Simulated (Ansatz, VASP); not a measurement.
**Be2CdO3 in VASP and in Ansatz**

Contents of INCAR:

```
  PREC = Accurate
  ENCUT = 600
  EDIFF = 1E-6
  ISMEAR = 0
  SIGMA = 0.1
  LREAL = F
  LASPH = T
  NELM = 120
  ALGO = Normal
  ISIF = 2
  LWAVE = F
  LCHARG = F
  GGA = PE
  NBANDS = 26
  GGA_COMPAT = F
```

Contents of KPOINTS:

```
regular mesh
0
Gamma
  6 6 2
```

Contents of POSCAR:

```
Be2CdO3
1.0
    2.9417862512      0.0000000000      0.0000000000
   -1.4708931256      2.5476616260      0.0000000000
    0.0000000000      0.0000000000      7.7648518532
Be Cd O
2 1 3
Direct
    0.6666666667      0.3333333333      0.6339301919
    0.3333333333      0.6666666667      0.3547158297
    0.0000000000      0.0000000000      0.0048023120
    0.6666666667      0.3333333333      0.8366170868
    0.3333333333      0.6666666667      0.5601931752
    0.0000000000      0.0000000000      0.2847414044
```

Input for Ansatz:

```yaml
crystal:
  lattice:
    - [2.9417862512, 0.0, 0.0]
    - [-1.4708931256, 2.547661626, 0.0]
    - [0.0, 0.0, 7.7648518532]
  atoms:
    - { symbol: Be, position: [0.6666666667, 0.3333333333, 0.6339301919] }
    - { symbol: Be, position: [0.3333333333, 0.6666666667, 0.3547158297] }
    - { symbol: Cd, position: [0.0, 0.0, 0.004802312] }
    - { symbol: O, position: [0.6666666667, 0.3333333333, 0.8366170868] }
    - { symbol: O, position: [0.3333333333, 0.6666666667, 0.5601931752] }
    - { symbol: O, position: [0.0, 0.0, 0.2847414044] }
basis:
  ecutwfc: 420
kpoints:
  mp_grid: { grid: [6, 6, 2] }
hamiltonian:
  xc: pbe
scf:
  occupations: { method: gaussian, width: 0.1 }
  lower_state_search: "off"
output:
  forces: true
  stress: true
  eigenvalues: true
```

Alike in both runs: task single point; functional PBE; k mesh 6 × 6 × 2; occupations gaussian, width 0.1 eV; no spin polarisation.

```csv
,VASP,Ansatz
version,VASP 6.6.1,Ansatz 0.2.0
potentials or method,"VASP PAW PBE potentials, release 64 (Be, Cd, O), cutoff 600 eV","scalar-relativistic, plane waves, PAW"
valence electrons in the cell,34,42
```

VASP gave:

```
gap on the k mesh at the Fermi level (eV)                     : 0.74
least direct gap on the mesh (eV)                             : 0.74
pressure (GPa)                                                : 0.8
traceless stress, the component that is largest in VASP (GPa) : 0.29
rms of the force components (eV/Å)                            : 0.056
```

Which values does Ansatz return?

gap on the k mesh at the Fermi level (eV): 0.77; least direct gap on the mesh (eV): 0.77; pressure (GPa): -0.2; traceless stress, the component that is largest in VASP (GPa): 0.14; rms of the force components (eV/Å): 0.018.

Atom by atom the forces differ by 0.062 eV/Å (rms over components). VASP's potentials hold 34 valence electrons a cell and Ansatz's 42, so a difference there can come from the potentials and not from the codes.
